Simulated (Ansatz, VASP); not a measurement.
# Zn: VASP beside Ansatz

```
Zn
1.0
     2.60157    0.00000    0.00000
    -1.30079    2.25303    0.00000
     0.00000    0.00000    4.94898
Zn
2
Cartesian
  0.0000 1.5020 1.2372
  1.3008 0.7510 3.7117
```

Alike in both runs: functional r2SCAN; k mesh 18 × 18 × 8; occupations fermi-dirac, width 0.15 eV; no spin polarisation.

Ansatz relaxed the structure, and its values are those at the end. VASP's run is a single point on that final structure, the one shown.

|  | VASP | Ansatz |
| --- | --- | --- |
| version | VASP 6.6.1 | Ansatz 0.2.0 |
| potentials or method | VASP PAW PBE potentials, release 64 (Zn), cutoff 520 eV | scalar-relativistic, plane waves, PAW |
| valence electrons in the cell | 24 | 24 |

|  | VASP | Ansatz | Ansatz less VASP |
| --- | --- | --- | --- |
| gap on the k mesh at the Fermi level (eV) | none | none | - |
| pressure (GPa) | 0.5 | 0.0 | -0.46 |

VASP's potentials were made for PBE, not for r2SCAN. A gap of «none» marks a metal or a gap that the smearing closes. The functional is the same, so the differences come from potentials, cutoffs and numerics.
